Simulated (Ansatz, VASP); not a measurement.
# Two plane-wave programs on AlGa3N4

File POSCAR:

```
AlGa3N4
1.0
    4.6886116748      0.0000000000      0.0000000000
    0.0000000000      4.6886116748      0.0000000000
    0.0000000000      0.0000000000      4.4653444522
Al Ga N
1 3 4
Direct
    0.0000000000      0.0000000000      0.0000000000
    0.5000000000      0.5000000000      0.0000000000
    0.5000000000      0.0000000000      0.5000000000
    0.0000000000      0.5000000000      0.5000000000
    0.7553510553      0.7553510553      0.2446489447
    0.7553510553      0.2446489447      0.7553510553
    0.2446489447      0.7553510553      0.7553510553
    0.2446489447      0.2446489447      0.2446489447
```

File INCAR.step1:

```
SYSTEM = AlGa3N4
PREC     = Accurate       ! precision mode
ENCUT    = 520            ! plane-wave cutoff, eV
ISMEAR   = 0              ! smearing method
SIGMA    = 0.05           ! smearing width, eV
LREAL    = .FALSE.        ! projectors in reciprocal space
LASPH    = .TRUE.         ! aspherical terms in the spheres
NELM     = 60             ! most SCF steps
NBANDS   = 41             ! bands
GGA      = PE             ! functional
ALGO     = Normal         ! electronic algorithm
EDIFF    = 1E-4           ! SCF threshold, eV
LWAVE    = .TRUE.         ! write WAVECAR
LCHARG   = .FALSE.        ! write CHGCAR
```

INCAR.step2

```
SYSTEM = AlGa3N4
PREC     = Accurate       ! precision mode
ENCUT    = 520            ! plane-wave cutoff, eV
EDIFF    = 1E-6           ! SCF threshold, eV
ISMEAR   = 0              ! smearing method
SIGMA    = 0.05           ! smearing width, eV
LREAL    = .FALSE.        ! projectors in reciprocal space
LASPH    = .TRUE.         ! aspherical terms in the spheres
NELM     = 60             ! most SCF steps
ALGO     = Normal         ! electronic algorithm
ISIF     = 2              ! what is computed and relaxed
LWAVE    = .FALSE.        ! write WAVECAR
LCHARG   = .FALSE.        ! write CHGCAR
METAGGA  = R2SCAN         ! meta-GGA
LMIXTAU  = .TRUE.       
NBANDS   = 41             ! bands
ISTART   = 1
```

File KPOINTS:

```
Automatic mesh
0
G
  6 6 6
  0 0 0
```

Input for Ansatz:

```yaml
crystal:
  lattice:
    - [4.6886116748, 0.0, 0.0]
    - [0.0, 4.6886116748, 0.0]
    - [0.0, 0.0, 4.4653444522]
  atoms:
    - { symbol: Al, position: [0.0, 0.0, 0.0] }
    - { symbol: Ga, position: [0.5, 0.5, 0.0] }
    - { symbol: Ga, position: [0.5, 0.0, 0.5] }
    - { symbol: Ga, position: [0.0, 0.5, 0.5] }
    - { symbol: "N", position: [0.7553510553, 0.7553510553, 0.2446489447] }
    - { symbol: "N", position: [0.7553510553, 0.2446489447, 0.7553510553] }
    - { symbol: "N", position: [0.2446489447, 0.7553510553, 0.7553510553] }
    - { symbol: "N", position: [0.2446489447, 0.2446489447, 0.2446489447] }
basis:
  ecutwfc: 500
kpoints:
  mp_grid: { grid: [6, 6, 6] }
hamiltonian:
  xc: r2scan
scf:
  occupations: { method: gaussian, width: 0.05 }
output:
  forces: true
  stress: true
  eigenvalues: true
```

Change from the starting cell: strain +0.050 along x and y, +0.000 along z, atoms carried along.

Alike in both runs: task single point; functional r2SCAN; k mesh 6 × 6 × 6; occupations gaussian, width 0.05 eV; no spin polarisation.

|  | VASP | Ansatz |
| --- | --- | --- |
| version | VASP 6.6.1 | Ansatz 0.2.0 |
| potentials or method | VASP PAW PBE potentials, release 64 (Al, Ga_d, N), cutoff 520 eV | scalar-relativistic, plane waves, PAW |
| valence electrons in the cell | 62 | 62 |

Ansatz gave:

| Item | Value |
| --- | --- |
| gap on the k mesh at the Fermi level (eV) | 1.98 |
| least direct gap on the mesh (eV) | 1.98 |
| pressure (GPa) | -16.0 |
| traceless stress, the component that is largest in VASP (GPa) | 4.13 |
| rms of the force components (eV/Å) | 0.016 |

Estimate VASP's values.

gap on the k mesh at the Fermi level (eV): 1.98; least direct gap on the mesh (eV): 1.98; pressure (GPa): -15.5; traceless stress, the component that is largest in VASP (GPa): 4.04; rms of the force components (eV/Å): 0.031.

VASP's potentials were made for PBE, not for r2SCAN. Atom by atom the forces differ by 0.027 eV/Å (rms over components).
